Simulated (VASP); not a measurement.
# Rh (Fm-3m) in VASP: a series of runs, part 2 of 2

VASP 6.6.1.

### Step 5. Single point, BLYP, collinear spin, ferromagnetic start (volume scaled by 1.12)

File INCAR:

```
  AGGAC = 1.0
  AGGAX = 1.0
  ALDAC = 0.0
  ALDAX = 1.0
  ALGO = Normal
  EDIFF = 1E-7
  ENCUT = 520
  GGA = B5
  ISIF = 2
  ISMEAR = -1
  ISPIN = 2
  LASPH = True
  LCHARG = False
  LMAXMIX = 4
  LORBIT = 11
  LREAL = False
  LWAVE = False
  MAGMOM = 1
  NBANDS = 18
  NELM = 150
  PREC = Accurate
  SIGMA = 0.05
```

File KPOINTS:

```
k-points
0
Gamma
  23 23 23
```

File POSCAR:

```
Rh
1.0
    0.0000000000      2.0247815896      2.0247815896
    2.0247815896      0.0000000000      2.0247815896
    2.0247815896      2.0247815896      0.0000000000
Rh
1
Direct
    0.0000000000      0.0000000000      0.0000000000
```

Potentials or basis: VASP PAW PBE potentials, release 64 (Rh_pv).

Run with:

```
$ cat potpaw_PBE.64/Rh_pv/POTCAR > POTCAR
$ mpirun -np 1 vasp_std > vasp.out
```

OUTCAR:

```text
EDIFF = 1E-7
   ENCUT = 520
   GGA = B5
   ISIF = 2
   ISMEAR = -1
   ISPIN = 2
   LASPH = True
   LORBIT = 11
   LREAL = False
   NELM = 150
   PREC = Accurate

 ion  position               nearest neighbor table
   1  0.000  0.000  0.000-

  LATTYP: Found a face centered cubic cell.
 ALAT       =     4.0495631792

  Lattice vectors:

 A1 = (   0.0000000000,   2.0247815896,   2.0247815896)
[... 1218 lines left out ...]
  --------------------------------------------------------------------------------------
  -------------------------------------------------------------------------------------
  Total       -1.8263965     -1.8263965     -1.8263965      0.0000000     -0.0000000      0.0000000
  in kB     -176.2548564   -176.2548564   -176.2548564      0.0000000     -0.0000000      0.0000000
  external PRESSURE =    -176.2548564 kB  Pullay stress =       0.0000000 kB

 VOLUME and BASIS-vectors are now :
 -----------------------------------------------------------------------------
  energy-cutoff  :      520.00
  volume of cell :       16.60
      direct lattice vectors                 reciprocal lattice vectors
     0.000000000  2.024781590  2.024781590    -0.246940214  0.246940214  0.246940214
     2.024781590  0.000000000  2.024781590     0.246940214 -0.246940214  0.246940214
     2.024781590  2.024781590  0.000000000     0.246940214  0.246940214 -0.246940214

 POSITION                                       TOTAL-FORCE (eV/Angst)
 -----------------------------------------------------------------------------------
      0.00000      0.00000      0.00000        -0.000000     -0.000000     -0.000000
 -----------------------------------------------------------------------------------
    total drift:                               -0.000000      0.000000     -0.000000

  FREE ENERGIE OF THE ION-ELECTRON SYSTEM (eV)
  ---------------------------------------------------
  free  energy   TOTEN  =        -6.0597125003 eV

  energy  without entropy=       -6.0448084075  energy(sigma->0) =       -6.05226045

 total charge

# of ion       s       p       d       tot
------------------------------------------
    1        0.335   6.189   7.040  13.563

 magnetization (x)

# of ion       s       p       d       tot
------------------------------------------
    1       -0.000  -0.000   0.000   0.000
```

stdout:

```text
POSCAR found type information on POSCAR Rh
 POSCAR found :  1 types and       1 ions
 scaLAPACK will be used
 -----------------------------------------------------------------------------
|                                                                             |
|                                                                             |
|     You enforced a specific xc type in the INCAR file but a different       |
|     I HOPE YOU KNOW WHAT YOU ARE DOING!                                     |
|                                                                             |
 -----------------------------------------------------------------------------

 LDA part: xc-table for (Slater(with rela. corr.)+VWN5), standard interpolation
 POSCAR, INCAR and KPOINTS ok, starting setup
 FFT: planning ... GRIDC
 FFT: planning ... GRID_SOFT
 FFT: planning ... GRID
 WAVECAR not read
 entering main loop
```

Run time: 1.9 min. Hardware: 1 thread of Intel Xeon 6975P-C, shared host; peak memory 0.27 GiB.

Results:

- Free energy: -6.0597 eV
- Pressure: -17.6 GPa
- Net moment: 0.00 μB per cell
- Valence electrons inside the program's atomic spheres: Rh 13.56

Caveat: the PAW data sets were made with another functional, which shifts forces and pressure a little.

### Step 6. Single point, BLYP, non-collinear spin, zero start, spin-orbit coupling

File INCAR:

```
PREC     = Accurate       # precision mode
ENCUT    = 500            # plane-wave cutoff, eV
EDIFF    = 1E-6           # SCF threshold, eV
ISMEAR   = -1             # smearing method
SIGMA    = 0.1            # smearing width, eV
LREAL    = F              # projectors in reciprocal space
LASPH    = T              # aspherical terms in the spheres
NELM     = 200            # most SCF steps
ALGO     = Normal         # electronic algorithm
ISIF     = 2              # what is computed and relaxed
LWAVE    = F              # write WAVECAR
LCHARG   = T              # write CHGCAR
MAGMOM   = 0 0 0          # initial moments
LORBIT   = 11             # projections on sites
LSORBIT  = T              # spin-orbit coupling
GGA_COMPAT= F            
LORBMOM  = T            
LMAXMIX  = 4              # l up to which the mixer works
GGA      = B5             # functional
ALDAX    = 1.0          
AGGAX    = 1.0          
AGGAC    = 1.0          
ALDAC    = 0.0          
LVHAR    = T            
NBANDS   = 26             # bands
```

File KPOINTS:

```
Automatic mesh
0
Gamma
  14 14 14
```

File POSCAR:

```
Rh
1.0
    0.0000000000      1.9508486661      1.9508486661
    1.9508486661      0.0000000000      1.9508486661
    1.9508486661      1.9508486661      0.0000000000
Rh
1
Direct
    0.0000000000      0.0000000000      0.0000000000
```

Potentials or basis: VASP PAW PBE potentials, release 64 (Rh_pv).

Run with:

```
$ cat potpaw_PBE.64/Rh_pv/POTCAR > POTCAR
$ mpirun -np 1 vasp_ncl > vasp.out
```

Run time: 30 s. Hardware: 1 thread of Intel Xeon 6975P-C (Granite Rapids), shared host; peak memory 0.19 GiB.

The run converged. Its results:

| Property | Result |
| --- | --- |
| Free energy | -6.3437 eV |
| Pressure | 0.9 GPa |
| Net moment | 0.00 μB per cell |
| Valence electrons inside the program's atomic spheres | Rh 13.71 |

Moments on the atoms (μB; x, y, z):
```
Rh  0.00 0.00 0.00
```

Caveat: the PAW data sets were made with another functional, which shifts forces and pressure a little.

### Step 7. Summary

| spin | cell | k mesh | cutoff (eV) | smearing | gap on the mesh (eV) | pressure (GPa) | moment (μB) |
| --- | --- | --- | --- | --- | --- | --- | --- |
| collinear, ferromagnetic start | a = 2.757 Å, angles 60.0°, 1 atom | 23 × 23 × 23 | 520 | fermi-dirac 0.05 eV | none | 0.5 | 0.00 |
| collinear, ferromagnetic start | a = 2.794 Å, angles 60.0°, 1 atom | 23 × 23 × 23 | 520 | fermi-dirac 0.05 eV | none | -7.2 | 0.00 |
| collinear, ferromagnetic start | a = 2.829 Å, angles 60.0°, 1 atom | 23 × 23 × 23 | 520 | fermi-dirac 0.05 eV | none | -13.1 | 0.00 |
| collinear, ferromagnetic start | a = 2.863 Å, angles 60.0°, 1 atom | 23 × 23 × 23 | 520 | fermi-dirac 0.05 eV | none | -17.6 | 0.00 |
| non-collinear, zero start, SOC | a = 2.759 Å, angles 60.0°, 1 atom | 14 × 14 × 14 | 500 | fermi-dirac 0.1 eV | - | 0.9 | 0.00 |

Alike in all rows: task single point; level BLYP; potentials or basis VASP PAW PBE potentials, release 64 (Rh_pv).

Caveats: the PAW data sets were made with another functional, which shifts forces and pressure a little.

Absolute energies hang on the potentials; compare differences alone.
